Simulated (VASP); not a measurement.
A run of VASP 6.6.1:

INCAR

```
PREC = Accurate
ENCUT = 520
EDIFF = 1E-6
ISMEAR = -1
SIGMA = 0.15
LREAL = Auto
LASPH = True
NELM = 100
ALGO = Normal
ISIF = 2
LWAVE = False
LCHARG = True
GGA = PS
LELF = True
LVHAR = True
NBANDS = 30
```

File KPOINTS:

```
Automatic mesh
0
Gamma
  4 4 3
```

File POSCAR:

```
Be16H
1.0
   -2.2900000000     -3.9663960000      0.0000000000
    3.4350000000     -1.9831980000      0.0000000000
    0.0000000000      0.0000000000      7.1768600000
Be H
16 1
Direct
    0.7505913866      0.5007062304      0.0041036364
    0.4999376314      0.3335924335      0.2484185711
    0.7503972563      0.5012336280      0.4954223934
    0.4781924965      0.3197738276      0.7493802591
    0.5001482045      0.0000067171     -0.0023624447
    0.2504549106      0.8326793858      0.2471715211
    0.4988326315      0.0001471688      0.4966419728
    0.2504509183      0.8218745838      0.7469589383
    0.2505032250      0.4996927782     -0.0007334394
    0.0009481198      0.3337269976      0.2484321020
    0.2503691060      0.4992893770      0.4959937728
    0.0224531910      0.3198430027      0.7493590466
    0.0010205205      0.0000772640     -0.0023969567
    0.7504779339      0.8363221275      0.2477674603
    0.0019755374      0.0001401699      0.4966447112
    0.7504612631      0.8679913100      0.7485132145
    0.7502518176      0.5030357280      0.7223573815
```

Potentials or basis: VASP PAW PBE potentials, release 64 (Be, H).

Command:

```console
$ cat potpaw_PBE.64/Be/POTCAR potpaw_PBE.64/H/POTCAR > POTCAR
$ mpirun -np 1 vasp_std > vasp.out
```

Hardware: 1 thread of Intel(R) Xeon(R) 6975P-C (Granite Rapids), on a shared host.

Question: Estimate the wall time of this run.

Answer: Run time: 110 s on 1 thread of Intel(R) Xeon(R) 6975P-C (Granite Rapids), with other jobs on the host, peak memory 0.25 GiB. Counts: scf iterations 12, k points 26.
